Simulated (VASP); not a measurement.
MgS, 2 atoms in the cell. The structure is cubic, space group F-43m (No. 216). The conventional cell has a = 5.551 Å, b = 5.551 Å, c = 5.551 Å, α = 90.00°, β = 90.00°, γ = 90.00°. Within 3.2 Å of Mg (site symmetry -43m) lie 4 S at 2.40 Å. Within 3.2 Å of S (site symmetry -43m) lie 4 Mg at 2.40 Å. 

* Program: VASP 6.6.1
* Task: single point
* Functional: LDA
* Potentials or basis: VASP PAW LDA potentials, release 64 (Mg, S)
* Cutoff: 600 eV
* k mesh: 5 × 5 × 5
* Occupations: gaussian, width 0.01 eV
* Spin: no spin polarisation
* Dipole correction: no
* Further INCAR settings: ALGO = Normal; EDIFF = 1e-06; NBANDS = 11

Potentials or basis: VASP PAW LDA potentials, release 64 (Mg, S).

The run is started by

```bash
$ cat potpaw_LDA.64/Mg/POTCAR potpaw_LDA.64/S/POTCAR > POTCAR
$ mpirun -np 1 vasp_std > vasp.out
```

Hardware: 1 thread of Intel Xeon 6975P-C (shared host).

**Question.** Estimate the wall time of this run.

**Answer.** Wall time 6.3 s on 1 thread of Intel Xeon 6975P-C, on a shared host, peak memory 0.15 GiB. Counts: scf iterations 12, k points 10.
